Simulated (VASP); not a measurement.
# S (R-3m) in VASP: notebook

The runs below take S through single point, with r2SCAN.

Everything below comes from runs of VASP 6.6.1. Logs are shortened: lines on timing, memory, paths and dates and some standing lists are left out, and cuts for length are marked.

## (1) The cell of the first run

The structure is trigonal, space group R-3m (No. 166). The conventional cell has a = 3.404 Å, b = 3.404 Å, c = 17.941 Å, α = 90.00°, β = 90.00°, γ = 120.00°. S (site symmetry -3m) has 6 S at 2.41 Å within 3.2 Å. S (site symmetry 3m) has 3 S at 2.41 Å within 3.2 Å.

## (2) Single point, r2SCAN

Input file POSCAR:

```
S
1.0
    1.7020896265      0.9827019041      5.9803124003
   -1.7020896265      0.9827019041      5.9803124003
    0.0000000000     -1.9654038082      5.9803124002
S
3
Direct
    0.0000000000      0.0000000000      0.0000000000
    0.2558172061      0.2558172061      0.2558172061
    0.7441827939      0.7441827939      0.7441827939
```

Input file INCAR.step1:

```
SYSTEM = S
  PREC = Accurate
  ENCUT = 520
  ISMEAR = 0
  SIGMA = 0.1
  LREAL = .False.
  LASPH = .True.
  NELM = 60
  NBANDS = 16
  GGA = PE
  ALGO = Normal
  EDIFF = 1E-4
  LWAVE = .True.
  LCHARG = .False.
```

Input file INCAR.step2:

```
SYSTEM = S
  PREC = Accurate
  ENCUT = 520
  EDIFF = 1E-6
  ISMEAR = 0
  SIGMA = 0.1
  LREAL = .False.
  LASPH = .True.
  NELM = 60
  ALGO = Normal
  ISIF = 2
  LWAVE = .False.
  LCHARG = .False.
  METAGGA = R2SCAN
  LMIXTAU = .True.
  NBANDS = 16
  ISTART = 1
```

Input file KPOINTS:

```
regular mesh
0
Gamma
  6 6 6
  0 0 0
```

Potentials or basis: VASP PAW PBE potentials, release 64 (S).

The run is started by

```bash
$ cat potpaw_PBE.64/S/POTCAR > POTCAR
$ cp INCAR.step1 INCAR
$ mpirun -np 1 vasp_std > vasp.out
$ cp INCAR.step2 INCAR
$ mpirun -np 1 vasp_std > vasp.out
```

OUTCAR:

```text
SYSTEM = S
   PREC = Accurate
   ENCUT = 520
   EDIFF = 1E-6
   ISMEAR = 0
   LREAL = .False.
   LASPH = .True.
   NELM = 60
   ISIF = 2
   METAGGA = R2SCAN
   ISTART = 1

 ion  position               nearest neighbor table
   1  0.000  0.000  0.000-   3 2.41   3 2.41   2 2.41   2 2.41   3 2.41   2 2.41
   2  0.256  0.256  0.256-   1 2.41   1 2.41   1 2.41
   3  0.744  0.744  0.744-   1 2.41   1 2.41   1 2.41

  LATTYP: Found a trigonal (rhomboedric) cell.
 ALAT       =     6.2949939265
 COS(alpha) =     0.8537808636

  Lattice vectors:

 A1 = (   1.7020896265,   0.9827019041,   5.9803124003)
 A2 = (  -1.7020896265,   0.9827019041,   5.9803124003)
 A3 = (   0.0000000000,  -1.9654038082,   5.9803124002)

Analysis of symmetry for initial positions (statically):
=====================================================================
 Subroutine PRICEL returns:
 Original cell was already a primitive cell.

 Routine SETGRP: Setting up the symmetry group for a
 trigonal (rhombohedral) supercell.

 Subroutine GETGRP returns: Found 12 space group operations
 (whereof 12 operations were pure point group operations)
 out of a pool of 12 trial point group operations.

The static configuration has the point symmetry D_3d.

Analysis of symmetry for dynamics (positions and initial velocities):
=====================================================================
 Subroutine PRICEL returns:
 Original cell was already a primitive cell.

 Routine SETGRP: Setting up the symmetry group for a
 trigonal (rhombohedral) supercell.

 Subroutine GETGRP returns: Found 12 space group operations
 (whereof 12 operations were pure point group operations)
 out of a pool of 12 trial point group operations.

The dynamic configuration has the point symmetry D_3d.

 Subroutine INISYM returns: Found 12 space group operations
 (whereof 12 operations are pure point group operations),
 and found     1 'primitive' translations

----------------------------------------------------------------------------------------

                                     Primitive cell

  volume of cell :      60.0177

  direct lattice vectors                    reciprocal lattice vectors
     1.702089627  0.982701904  5.980312400     0.293756564  0.169600431  0.055738448
    -1.702089627  0.982701904  5.980312400    -0.293756564  0.169600431  0.055738448
     0.000000000 -1.965403808  5.980312400     0.000000000 -0.339200862  0.055738448

  length of vectors
     6.294993926  6.294993926  6.294993926     0.343749909  0.343749909  0.343749909

  position of ions in fractional coordinates (direct lattice)
     0.000000000  0.000000000  0.000000000
     0.255817206  0.255817206  0.255817206
     0.744182794  0.744182794  0.744182794

  ion indices of the primitive-cell ions
   primitive index   ion index
                 1           1
                 2           2
                 3           3

----------------------------------------------------------------------------------------

 KPOINTS: regular mesh

Automatic generation of k-mesh.
 Grid dimensions read from file:
 generate k-points for:    6    6    6

 Generating k-lattice:

  Cartesian coordinates                     Fractional coordinates (reciprocal lattice)
     0.048959427  0.028266739  0.009289741     0.166666667 -0.000000000  0.000000000
    -0.048959427  0.028266739  0.009289741    -0.000000000  0.166666667  0.000000000
     0.000000000 -0.056533477  0.009289741     0.000000000  0.000000000  0.166666667

  Length of vectors
     0.057291651  0.057291651  0.057291651

  Shift w.r.t. Gamma in fractional coordinates (k-lattice)
     0.000000000  0.000000000  0.000000000

 Subroutine IBZKPT returns following result:
 ===========================================

 Found     32 irreducible k-points:

 Following reciprocal coordinates:
            Coordinates               Weight
  0.000000  0.000000  0.000000      1.000000
  0.166667  0.000000 -0.000000      6.000000
  0.333333 -0.000000 -0.000000      6.000000
  0.500000  0.000000 -0.000000      3.000000
  0.166667  0.166667 -0.000000      6.000000
  0.333333  0.166667 -0.000000     12.000000
[... 16 lines left out ...]
  0.500000  0.500000  0.166667      6.000000
 -0.333333  0.500000  0.166667     12.000000
 [... further k-points ...]
   k-points           NKPTS =     32   k-points in BZ     NKDIM =     32   number of bands    NBANDS=     16
   number of dos      NEDOS =    301   number of ions     NIONS =      3
   total plane-waves  NPLWV = 110592
   dimension x,y,z NGX =    48 NGY =   48 NGZ =   48
   dimension x,y,z NGXF=    96 NGYF=   96 NGZF=   96
   ions per type =               3
   NGX,Y,Z   is equivalent  to a cutoff of  12.68, 12.68, 12.68 a.u.
   NGXF,Y,Z  is equivalent  to a cutoff of  25.35, 25.35, 25.35 a.u.
 SYSTEM =  S
   PREC   = accura    normal or accurate (medium, high low for compatibility)
   ISTART =      1    job   : 0-new  1-cont  2-samecut
   ICHARG =      0    charge: 1-file 2-atom 10-const
   ISPIN  =      1    spin polarized calculation?
   LNONCOLLINEAR =      F non collinear calculations
   LSORBIT =      F    spin-orbit coupling
   LASPH  =      T    aspherical Exc in radial PAW
   ENCUT  =  520.0 eV  38.22 Ry    6.18 a.u.  11.70 11.70 11.70*2*pi/ulx,y,z
   NELM   =     60;   NELMIN=  2; NELMDL=  0     # of ELM steps
   EDIFF  = 0.1E-05   stopping-criterion for ELM
   LREAL  =      F    real-space projection
   EDIFFG = 0.1E-04   stopping-criterion for IOM
   NSW    =      0    number of steps for IOM
   IBRION =     -1    ionic relax: 0-MD 1-quasi-New 2-CG
   NFREE  =      0    steps in history (QN), initial steepest desc. (CG)
   ISIF   =      2    stress and relaxation
   ISYM   =      2    0-nonsym 1-usesym 2-fastsym
   POTIM  = 0.5000    time-step for ionic-motion
   TEBEG  =    0.0;   TEEND  =   0.0 temperature during run
   PSTRESS=    0.0 pullay stress
   NELECT =      18.0000    total number of electrons
   NUPDOWN=      -1.0000    fix difference up-down
   EMIN   =  10.00;   EMAX   =-10.00  energy-range for DOS
   EFERMI =   0.00;   METHOD = LEGACY
   ISMEAR =     0;   SIGMA  =   0.10  broadening in eV -4-tet -1-fermi 0-gaus
   EFERMI_NEDOS =   21; number of points for ismear=-14 and -15
   IALGO  =     38    algorithm
   IMIX   =      4    mixing-type and parameters
     AMIX     =   0.40;   BMIX     =  1.00
     AMIX_MAG =   1.60;   BMIX_MAG =  1.00
  volume/ion in A,a.u.               =      20.01       135.01
  Fermi-wavevector in a.u.,A,eV,Ry     =   1.095820  2.070800 16.338168  1.200821
  Thomas-Fermi vector in A             =   2.232151
   LORBIT       =      0    0 simple, 1 ext, 2 COOP (PROOUT), +10 PAW based schemes
   METAGGA = R2SCAN    functional components
   LHFCALC =     F    Hartree Fock is set to
   AEXX    =    0.0000 exact exchange contribution
   IVDW    =     0    specifies the selected vdW correction
   LEPSILON=     F    determine dielectric tensor
   LRPA    =     F    only Hartree local field effects (RPA)
 non-spin polarized calculation
 Gauss-broadening in eV      SIGMA  =   0.10
  energy-cutoff  :      520.00
  volume of cell :       60.02
 maximum number of plane-waves:      1649
   NGX = 23   NGY = 23   NGZ = 23

 number of electron      18.0000000 magnetization

 Free energy of the ion-electron system (eV)
  ---------------------------------------------------
  ext. energy  EPLUGINS =         0.00000000
  ---------------------------------------------------
  free energy    TOTEN  =       -22.31439298 eV

  energy without entropy =      -22.31439292  energy(sigma->0) =      -22.31439295

 E-fermi :   4.9809     XC(G=0): -10.1135

 val. band max:        4.6496225708   @ k =   0.3333   0.1667   0.1667
 cond. band min:       5.2836686587   @ k =   0.5000   0.5000   0.5000
 fundamental gap:      0.6340460880
 Fermi energy:         4.9808809481

 k-point     1 :       0.0000    0.0000    0.0000
  band No.  band energies     occupation
      1     -13.5802      2.00000
      2      -9.2647      2.00000
      3      -5.2331      2.00000
      4       0.8554      2.00000
      5       0.8554      2.00000
      6       2.1017      2.00000
[... 8 lines left out ...]
     15      12.5452      0.00000
     16      14.4392      0.00000

 k-point     2 :       0.1667    0.0000   -0.0000
  band No.  band energies     occupation
      1     -13.1899      2.00000
      2      -9.0092      2.00000
      3      -5.5765      2.00000
      4      -0.8646      2.00000
      5       0.2018      2.00000
      6       0.9712      2.00000
[... 8 lines left out ...]
     15      13.4382      0.00000
     16      13.9598      0.00000

 k-point     3 :       0.3333   -0.0000   -0.0000
  band No.  band energies     occupation
      1     -12.0875      2.00000
      2      -8.5644      2.00000
      3      -6.8885      2.00000
      4      -2.1449      2.00000
      5      -0.6497      2.00000
      6      -0.3137      2.00000
[... 8 lines left out ...]
     15      14.6503      0.00000
     16      15.2172      0.00000

 k-point     4 :       0.5000    0.0000   -0.0000
  band No.  band energies     occupation
      1     -10.9825      2.00000
      2      -9.1905      2.00000
      3      -7.2540      2.00000
      4      -2.8773      2.00000
      5      -0.9751      2.00000
      6      -0.1501      2.00000
[... 8 lines left out ...]
     15      15.4454      0.00000
     16      15.4549      0.00000
[... 324 lines left out ...]
 k-point    22 :      -0.1667    0.3333    0.1667
  band No.  band energies     occupation
      1     -11.1357      2.00000
      2      -8.6530      2.00000
      3      -7.6222      2.00000
      4      -2.6303      2.00000
      5      -1.4713      2.00000
      6      -0.6551      2.00000
[... 8 lines left out ...]
     15      14.1673      0.00000
     16      15.4211      0.00000

 k-point    23 :       0.5000    0.5000    0.1667
  band No.  band energies     occupation
      1     -12.0609      2.00000
      2      -8.7054      2.00000
      3      -6.7903      2.00000
      4      -2.1329      2.00000
      5      -0.6779      2.00000
      6      -0.0583      2.00000
[... 8 lines left out ...]
     15      14.5715      0.00000
     16      15.3155      0.00000

 k-point    24 :      -0.3333    0.5000    0.1667
  band No.  band energies     occupation
      1     -11.1142      2.00000
      2      -8.6928      2.00000
      3      -7.6465      2.00000
      4      -2.6581      2.00000
      5      -1.4096      2.00000
      6      -0.4669      2.00000
[... 8 lines left out ...]
     15      14.9240      0.00000
     16      15.4768      0.00000

 [... further k-points ...]

------------------------ aborting loop because EDIFF is reached ----------------------------------------

  FORCE on cell =-STRESS in cart. coord.  units (eV):
  Direction    XX          YY          ZZ          XY          YZ          ZX
  --------------------------------------------------------------------------------------
  -------------------------------------------------------------------------------------
  Total       -0.1755870     -0.1755870     -0.0852909     -0.0000000     -0.0000000     -0.0000000
  in kB       -4.6873080     -4.6873080     -2.2768468     -0.0000000     -0.0000000     -0.0000000
  external PRESSURE =      -3.8838209 kB  Pullay stress =       0.0000000 kB

 VOLUME and BASIS-vectors are now :
 -----------------------------------------------------------------------------
  energy-cutoff  :      520.00
  volume of cell :       60.02
      direct lattice vectors                 reciprocal lattice vectors
     1.702089627  0.982701904  5.980312400     0.293756564  0.169600431  0.055738448
    -1.702089627  0.982701904  5.980312400    -0.293756564  0.169600431  0.055738448
     0.000000000 -1.965403808  5.980312400     0.000000000 -0.339200862  0.055738448

 POSITION                                       TOTAL-FORCE (eV/Angst)
 -----------------------------------------------------------------------------------
      0.00000      0.00000      0.00000         0.000000     -0.000000      0.000000
      0.00000      0.00000      4.58960         0.000000      0.000000      0.046724
      0.00000      0.00000     13.35134         0.000000      0.000000     -0.046724
 -----------------------------------------------------------------------------------
    total drift:                               -0.000000      0.000000     -0.000000

  FREE ENERGIE OF THE ION-ELECTRON SYSTEM (eV)
  ---------------------------------------------------
  free  energy   TOTEN  =       -22.3143929785 eV

  energy  without entropy=      -22.3143929214  energy(sigma->0) =      -22.31439295
```

It took 3.3 min on 1 thread of Intel Xeon Platinum 8375C at 2.90GHz (Ice Lake), shared host; peak memory 0.34 GiB.

Results:

```yaml
Free_energy: -22.3144 eV
Pressure: -0.4 GPa
Largest_force: 0.047 eV/Å
Band_gap_on_the_k_mesh: 0.63 eV, indirect (least direct gap 0.99 eV)
```

Forces in eV/Å, atoms in the order of the input:
```
S    0.000  0.000  0.000
S    0.000  0.000  0.047
S    0.000  0.000 -0.047
```

Stress tensor (GPa, compression positive):
```
-0.47  0.00  0.00
 0.00 -0.47  0.00
 0.00  0.00 -0.23
```

Caveat: the PAW data sets were made with another functional, which shifts forces and pressure a little.

## (3) Single point, r2SCAN

This run uses another cell than the first one, of 32.18 Å³/atom, 1.609 times its volume.

Input file POSCAR:

```
S
1.0
    1.7933131876      1.0353698516      8.6669701098
   -1.7933131876      1.0353698516      8.6669701098
    0.0000000000     -2.0707397033      8.6669701098
S
3
Direct
    0.0000000000      0.0000000000      0.0000000000
    0.2222200000      0.2222200000      0.2222200000
    0.7777800000      0.7777800000      0.7777800000
```

Input file INCAR.step1:

```
SYSTEM = S
PREC = Accurate
ENCUT = 520
ISMEAR = 0
SIGMA = 0.1
LREAL = .FALSE.
LASPH = .TRUE.
NELM = 100
NBANDS = 16
GGA = PE
ALGO = Normal
EDIFF = 1E-4
LWAVE = .TRUE.
LCHARG = .FALSE.
```

Input file INCAR.step2:

```
SYSTEM = S
PREC = Accurate
ENCUT = 520
EDIFF = 1E-7
ISMEAR = 0
SIGMA = 0.1
LREAL = .FALSE.
LASPH = .TRUE.
NELM = 100
ALGO = Normal
ISIF = 2
LWAVE = .FALSE.
LCHARG = .FALSE.
METAGGA = R2SCAN
LMIXTAU = .TRUE.
NBANDS = 16
ISTART = 1
```

Input file KPOINTS:

```
regular mesh
0
G
  6 6 6
  0 0 0
```

Potentials or basis: VASP PAW PBE potentials, release 64 (S).

The run is started by

```bash
$ cat potpaw_PBE.64/S/POTCAR > POTCAR
$ cp INCAR.step1 INCAR
$ mpirun -np 1 vasp_std > vasp.out
$ cp INCAR.step2 INCAR
$ mpirun -np 1 vasp_std > vasp.out
```

Run time: 21 min. Hardware: 1 thread of Intel Xeon Platinum 8375C at 2.90GHz (Ice Lake), shared host; peak memory 0.73 GiB.

It converged, with:

| Quantity | Value |
| --- | --- |
| Free energy | -16.2889 eV |
| Pressure | -11.4 GPa |
| Largest force | 0.021 eV/Å |
| Band gap on the k mesh | zero (band 9 reaches 0.35 eV, above the bottom of band 10 at -0.85 eV) |

Forces in eV/Å, atoms in the order of the input:
```
S    0.000  0.000  0.000
S    0.000  0.000 -0.021
S    0.000  0.000  0.021
```

Stress tensor (GPa, compression positive):
```
-10.46   0.00   0.00
  0.00 -10.46   0.00
  0.00   0.00 -13.28
```

Levels at points of the mesh, in eV from the Fermi level:
```csv
k point,band 5,band 6,band 7,band 8,band 9,band 10,band 11,band 12,band 13,band 14
"(0.00, 0.00, 0.00)",-2.04,0.56,0.56,0.56,0.56,0.91,0.91,0.96,8.25,9.17
"(0.50, 0.00, 0.00)",-2.43,-2.21,-0.75,-0.39,-0.21,-0.21,0.22,0.51,7.99,8.66
"(0.50, 0.50, 0.00)",-2.47,-2.06,-0.96,-0.41,-0.27,0.23,0.25,0.25,8.00,8.21
"(0.50, 0.50, 0.50)",-0.19,-0.19,0.45,0.45,0.79,0.79,0.79,0.79,8.83,9.17
```

Caveat: the PAW data sets were made with another functional, which shifts forces and pressure a little.
